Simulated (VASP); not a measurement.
# AgAuCl4 in VASP: notebook, part 2 of 2

VASP 6.6.1. The steps go on from the part before.

## Step 3: Single point, PBE

This run uses another cell than the first one, of 26.60 Å³/atom, 1.048 times its volume.

Input file INCAR:

```
SYSTEM = AgAuCl4
PREC = Accurate
ENCUT = 520
EDIFF = 1E-6
ISMEAR = 1
SIGMA = 0.15
LREAL = .FALSE.
LASPH = .TRUE.
NELM = 80
ALGO = Normal
ISIF = 2
LWAVE = .FALSE.
LCHARG = .FALSE.
GGA = PE
NBANDS = 62
```

Input file KPOINTS:

```
Automatic mesh
0
G
  2 3 2
  0 0 0
```

Input file POSCAR:

```
AgAuCl4
1.0
    6.7519910000     -0.7420080000      0.1719440000
   -0.8182760000      6.1075900000     -0.3901110000
    0.0536920000      0.0983380000      7.8508040000
Cl Ag Au
8 2 2
Direct
    0.2781022674      0.8072435844      0.3885503428
    0.0362212007      0.1069946739      0.0831399919
    0.4326674537      0.4357615922      0.2877989080
    0.0048016532      0.8327740841      0.7558542686
    0.4418667345      0.9703133008      0.1208163595
    0.8238767174      0.9783769676      0.3560346124
    0.8094173278      0.5251069387      0.4903317596
    0.5158661206      0.2974241945      0.8902942126
    0.9000458497      0.5019746636      0.0977118209
    0.0918221199      0.3357824973      0.7181448146
    0.4895133856      0.1778598718      0.5177212681
    0.5162731515      0.7229153878      0.7276435858
```

Potentials or basis: VASP PAW PBE potentials, release 64 (Cl, Ag, Au).

The run is started by

```console
> cat potpaw_PBE.64/Cl/POTCAR potpaw_PBE.64/Ag/POTCAR potpaw_PBE.64/Au/POTCAR > POTCAR
> mpirun -np 1 vasp_std > vasp.out
```

OUTCAR:

```text
SYSTEM = AgAuCl4
   PREC = Accurate
   ENCUT = 520
   EDIFF = 1E-6
   ISMEAR = 1
   LREAL = .FALSE.
   LASPH = .TRUE.
   NELM = 80
   ISIF = 2
   GGA = PE

 ion  position               nearest neighbor table
   1  0.278  0.807  0.389-   5 2.49  11 2.57
   2  0.036  0.107  0.083-   6 2.60   9 2.81
   3  0.433  0.436  0.288-  11 2.57
   4  0.005  0.833  0.756-  10 3.05
   5  0.442  0.970  0.121-   1 2.49
   6  0.824  0.978  0.356-   2 2.60  11 3.05
   7  0.809  0.525  0.490-  11 2.67  12 3.11  10 3.12   9 3.13
   8  0.516  0.297  0.890-  12 2.98  11 2.98   9 3.09
   9  0.900  0.502  0.098-   2 2.81   8 3.09   7 3.13  10 3.42
  10  0.092  0.336  0.718-   4 3.05   7 3.12  12 3.27  11 3.40   9 3.42
  11  0.490  0.178  0.518-   3 2.57   1 2.57   7 2.67   8 2.98   6 3.05  12 3.37  10 3.40
  12  0.516  0.723  0.728-   8 2.98   7 3.11  10 3.27  11 3.37

  LATTYP: Found a triclinic cell.
 ALAT       =    18.3443682440
 B/A-ratio  =     0.9431129430
 C/A-ratio  =     1.1732675507
 COS(alpha) =     0.0113706758
 COS(beta)  =     0.6649280356
 COS(gamma) =     0.7529565581

[... 197 lines left out ...]
      5     -12.3437      2.00000
      6     -12.1594      2.00000
[... 509 lines left out ...]
     61       8.2211      0.00000
     62       8.7303      0.00000

------------------------ aborting loop because EDIFF is reached ----------------------------------------

  FORCE on cell =-STRESS in cart. coord.  units (eV):
  Direction    XX          YY          ZZ          XY          YZ          ZX
  --------------------------------------------------------------------------------------
  -------------------------------------------------------------------------------------
  Total       -3.8141414     -8.1508378     -7.0974320     -0.5118669      3.9652813      1.9935898
  in kB      -19.1449922    -40.9129369    -35.6253913     -2.5693036     19.9036351     10.0067765
  external PRESSURE =     -31.8944401 kB  Pullay stress =       0.0000000 kB

 VOLUME and BASIS-vectors are now :
 -----------------------------------------------------------------------------
  energy-cutoff  :      520.00
  volume of cell :      319.19
      direct lattice vectors                 reciprocal lattice vectors
     6.751991000 -0.742008000  0.171944000     0.150341596  0.020060578 -0.001279469
    -0.818276000  6.107590000 -0.390111000     0.018303296  0.166042081 -0.002204995
     0.053692000  0.098338000  7.850804000    -0.002383198  0.007811371  0.127293944

 POSITION                                       TOTAL-FORCE (eV/Angst)
 -----------------------------------------------------------------------------------
      1.23806      4.76217      2.78334         0.461791      1.129538      0.323128
      0.16148      0.63478      0.61720        -1.238881      0.463078     -0.075994
      2.58025      2.36871      2.16385         0.063029     -0.702419      0.413095
     -0.60843      5.15701      5.61002         0.168985      0.321843      0.382332
      2.19598      5.61029      0.64595        -0.102750     -0.446953     -0.541751
      4.78134      5.39921      2.55514         0.364997      0.501140     -0.084309
      5.06182      2.65476      3.78382        -0.105197     -0.909850      0.650204
      3.28755      1.52132      6.96220         0.122473      0.187795     -0.612111
      5.67159      2.40762      0.72605        -0.141865     -0.375796      0.060623
      0.38378      2.05331      5.52281         0.105645     -0.051175      0.003758
      3.18745      0.77398      4.07931         0.275989      0.106848     -0.498984
      2.93340      4.10375      5.51934         0.025784     -0.224049     -0.019990
 -----------------------------------------------------------------------------------
    total drift:                               -0.000298     -0.000542     -0.000769

  FREE ENERGIE OF THE ION-ELECTRON SYSTEM (eV)
  ---------------------------------------------------
  free  energy   TOTEN  =       -22.1037978365 eV

  energy  without entropy=      -22.1311237170  energy(sigma->0) =      -22.11290646
```

OSZICAR:

```text
N       E                     dE             d eps       ncg     rms          rms(c)
DAV:   1     0.686708283250E+03    0.68671E+03   -0.45789E+04   992   0.143E+03
[... 11 lines left out ...]
DAV:  13    -0.221038919616E+02    0.93292E-05   -0.12894E-02  1088   0.438E-01    0.272E-01
DAV:  14    -0.221038107207E+02    0.81241E-04   -0.29388E-03  1088   0.245E-01    0.893E-02
DAV:  15    -0.221037831491E+02    0.27572E-04   -0.52290E-04  1088   0.123E-01    0.598E-02
DAV:  16    -0.221037936360E+02   -0.10487E-04   -0.14342E-04  1076   0.439E-02    0.287E-02
DAV:  17    -0.221037960650E+02   -0.24290E-05   -0.38204E-05  1082   0.256E-02    0.116E-02
DAV:  18    -0.221037972954E+02   -0.12304E-05   -0.55935E-06  1072   0.110E-02    0.472E-03
DAV:  19    -0.221037978365E+02   -0.54115E-06   -0.83847E-07   686   0.409E-03
   1 F= -.22103798E+02 E0= -.22112906E+02  d E =0.273259E-01
```

stdout:

```text
POSCAR found type information on POSCAR ClAgAu
 POSCAR found :  3 types and      12 ions
 scaLAPACK will be used
 LDA part: xc-table for (Slater+PW92), standard interpolation
 POSCAR, INCAR and KPOINTS ok, starting setup
 FFT: planning ... GRIDC
 FFT: planning ... GRID_SOFT
 FFT: planning ... GRID
 WAVECAR not read
 entering main loop
```

It took 4.1 min on 1 thread of Intel Xeon Platinum 8175M at 2.50GHz (Skylake/Cascade Lake), shared host; peak memory 0.44 GiB.

What came out:

- Free energy: -22.1038 eV
- Pressure: -3.2 GPa
- Largest force: 1.325 eV/Å
- Band gap on the k mesh: zero (band 50 reaches 1.46 eV, above the bottom of band 51 at 1.36 eV)

Forces on the atoms (eV/Å):
```
Cl   0.462  1.130  0.323
Cl  -1.239  0.463 -0.076
Cl   0.063 -0.702  0.413
Cl   0.169  0.322  0.382
Cl  -0.103 -0.447 -0.542
Cl   0.365  0.501 -0.084
Cl  -0.105 -0.910  0.650
Cl   0.122  0.188 -0.612
Ag  -0.142 -0.376  0.061
Ag   0.106 -0.051  0.004
Au   0.276  0.107 -0.499
Au   0.026 -0.224 -0.020
```

Stress tensor (GPa, compression positive):
```
-1.91 -0.26  1.00
-0.26 -4.09  1.99
 1.00  1.99 -3.56
```

Levels at points of the mesh, in eV from the Fermi level:
```
           k point  band 47  band 48  band 49  band 50  band 51  band 52  band 53  band 54
(0.00, 0.00, 0.00)    -0.67    -0.52    -0.32    -0.06     0.17     0.23     0.41     1.82
(0.50, 0.00, 0.00)    -0.59    -0.55    -0.43     0.05     0.11     0.29     0.96     1.75
(0.00, 0.00, 0.50)    -0.68    -0.59    -0.42    -0.29    -0.05     0.17     1.01     1.75
(0.50, 0.00, 0.50)    -0.62    -0.44    -0.21    -0.14     0.12     0.31     1.16     1.91
```

Caveat: the k points lie up to 0.48 Å⁻¹ apart; spin-orbit coupling is left out, which moves the levels of the heavy elements.

## Step 4: Single point, PBE

This run uses another cell than the first one, of 27.77 Å³/atom, 1.095 times its volume.

Input file INCAR:

```
SYSTEM = AgAuCl4
ALGO = Normal ; EDIFF = 1E-6
ENCUT = 520 ; GGA = PE
ISIF = 2 ; ISMEAR = 1
LASPH = .True. ; LCHARG = .False.
LREAL = .False. ; LWAVE = .False.
NBANDS = 62 ; NELM = 80
PREC = Accurate ; SIGMA = 0.15
```

Input file KPOINTS:

```
k-points
0
Gamma
  2 3 2
  0 0 0
```

Input file POSCAR:

```
AgAuCl4
1.0
    6.8499560000     -0.7527740000      0.1744390000
   -0.8301480000      6.1962050000     -0.3957710000
    0.0544710000      0.0997650000      7.9647120000
Cl Ag Au
8 2 2
Direct
    0.2329961602      0.7776088472      0.3757592759
    0.0801589749      0.0996278369      0.0707972815
    0.4061147584      0.4340299742      0.2540964726
    0.0045550952      0.8383689796      0.7479967315
    0.4519454360      0.9538023433      0.0994429425
    0.8348765919      0.9711090767      0.3500273171
    0.8262193702      0.5572172505      0.4841191430
    0.4946272545      0.2921847849      0.9090834648
    0.8904097358      0.4958132697      0.0962325229
    0.0934890995      0.3519667532      0.7157621128
    0.4833831255      0.1722999035      0.5257527750
    0.5330892771      0.7328486096      0.7321458286
```

The run is started by

```console
> cat potpaw_PBE.64/Cl/POTCAR potpaw_PBE.64/Ag/POTCAR potpaw_PBE.64/Au/POTCAR > POTCAR
> mpirun -np 1 vasp_std > vasp.out
```

Wall time 4.2 min (1 thread of Intel Xeon Platinum 8175M at 2.50GHz (Skylake/Cascade Lake), shared host); peak memory 0.47 GiB.

Results (log left out):

```yaml
Free_energy: -20.3061 eV
Pressure: -3.7 GPa
Largest_force: 1.623 eV/Å
Band_gap_on_the_k_mesh: zero (band 50 reaches 0.99 eV, above the bottom of band 51 at 0.89 eV)
```

Forces on the atoms (eV/Å):
```
Cl   0.745  0.745  0.212
Cl  -1.526  0.391 -0.393
Cl   0.344 -0.441  0.916
Cl   0.012  0.338  0.702
Cl   0.287 -0.351 -0.424
Cl  -0.029  0.688 -0.093
Cl  -0.629 -1.226  0.387
Cl   0.607  0.295 -1.283
Ag  -0.111 -0.254  0.192
Ag   0.199 -0.020 -0.019
Au   0.090  0.022 -0.358
Au   0.011 -0.187  0.161
```

Stress tensor (GPa, compression positive):
```
-2.48  0.03  0.00
 0.03 -4.79  0.77
 0.00  0.77 -3.94
```

Levels at points of the mesh, in eV from the Fermi level:
```tsv
k point	band 48	band 49	band 50	band 51	band 52	band 53
(0.00, 0.00, 0.00)	-0.36	-0.23	-0.03	0.09	0.17	0.39
(0.50, 0.00, 0.00)	-0.37	-0.22	-0.04	0.03	0.16	0.97
(0.00, 0.00, 0.50)	-0.40	-0.29	-0.24	-0.10	0.08	0.92
(0.50, 0.00, 0.50)	-0.31	-0.11	0.00	0.09	0.22	1.01
```

Caveat: the k points lie up to 0.47 Å⁻¹ apart; spin-orbit coupling is left out, which moves the levels of the heavy elements.

## Step 5: Summary

| cell | gap on the mesh (eV) | pressure (GPa) | largest force (eV/Å) |
| --- | --- | --- | --- |
| a = 6.689, b = 6.078, c = 7.729 Å, angles 93.0, 88.2, 104.0°, 12 atoms | 0.11 | 1.5 | 2.99 |
| a = 6.795, b = 6.174, c = 7.852 Å, angles 93.0, 88.2, 104.0°, 12 atoms | none | -3.2 | 1.32 |
| a = 6.893, b = 6.264, c = 7.966 Å, angles 93.0, 88.2, 104.0°, 12 atoms | none | -3.7 | 1.62 |

Alike in all rows: task single point; level PBE; potentials or basis VASP PAW PBE potentials, release 64 (Cl, Ag, Au); no spin polarisation; k mesh 2 × 3 × 2; cutoff (eV) 520; smearing methfessel-paxton 0.15 eV.

Caveats: all runs use coarse meshes; spin-orbit coupling is left out, which moves the levels of the heavy elements.

Total energies depend on the potentials used, so only differences within one code and one set of settings carry meaning.
